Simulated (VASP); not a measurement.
A run of VASP 6.6.1 is set up as follows.

POSCAR

```
BeTe
1.0
    0.0000000000      2.8286752159      2.8286752159
    2.8286752159      0.0000000000      2.8286752159
    2.8286752159      2.8286752159      0.0000000000
Be Te
1 1
Direct
    0.0000000000      0.0000000000      0.0000000000
    0.2500000000      0.2500000000      0.2500000000
```

File INCAR.step1:

```
PREC = Accurate
ENCUT = 660
ISMEAR = 0
SIGMA = 0.01
LREAL = False
LASPH = True
NELM = 120
NBANDS = 11
GGA = PE
ALGO = Normal
EDIFF = 1E-5
LWAVE = True
LCHARG = False
GGA_COMPAT = False
```

Contents of INCAR.step2:

```
PREC = Accurate
ENCUT = 660
EDIFF = 1E-6
ISMEAR = 0
SIGMA = 0.01
LREAL = False
LASPH = True
NELM = 120
ALGO = Normal
ISIF = 2
LWAVE = False
LCHARG = False
METAGGA = R2SCAN
LMIXTAU = True
NBANDS = 11
ISTART = 1
GGA_COMPAT = False
```

File KPOINTS:

```
regular mesh
0
Gamma
  8 8 8
```

Potentials or basis: VASP PAW PBE potentials, release 64 (Be, Te).

Command:

```console
$ cat potpaw_PBE.64/Be/POTCAR potpaw_PBE.64/Te/POTCAR > POTCAR
$ cp INCAR.step1 INCAR
$ mpirun -np 1 vasp_std > vasp.out
$ cp INCAR.step2 INCAR
$ mpirun -np 1 vasp_std > vasp.out
```

(1) Estimate the pressure.

(2) Predict the band gap on the k mesh.

Answers

(1) 0.2 GPa.

(2) 2.37 eV (least direct gap 4.03 eV).

Caveat: the PAW data sets were made with another functional, which shifts forces and pressure a little; spin-orbit coupling is left out, which moves the levels of the heavy elements.
